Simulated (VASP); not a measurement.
The system is BaTe.

```xyz
2
Lattice="0.0000 3.5334 3.5334 3.5334 0.0000 3.5334 3.5334 3.5334 0.0000" Properties=species:S:1:pos:R:3 pbc="T T T"
Ba    0.0000    0.0000    0.0000
Te    3.5334    3.5334    3.5334
```

Base run:

```yaml
Program: VASP 6.6.1
Functional: PBE0
Potentials_or_basis: VASP PAW PBE potentials, release 64 (Ba_sv, Te)
Cutoff: 520 eV
k_mesh: 4 × 4 × 4
Occupations: gaussian, width 0.01 eV
Spin: no spin polarisation
```

Its results: band gap on the k mesh 2.98 eV (least direct gap 3.42 eV); pressure -0.1 GPa.

The run is repeated on the same cell with these changes: functional from PBE0 to HSE06. What comes out?

Band gap on the k mesh 2.30 eV (least direct gap 2.73 eV); pressure 0.0 GPa.

Caveats: the PAW data sets were made with another functional, which shifts forces and pressure a little; spin-orbit coupling is left out, which moves the levels of the heavy elements.

A k mesh can miss the band edges.
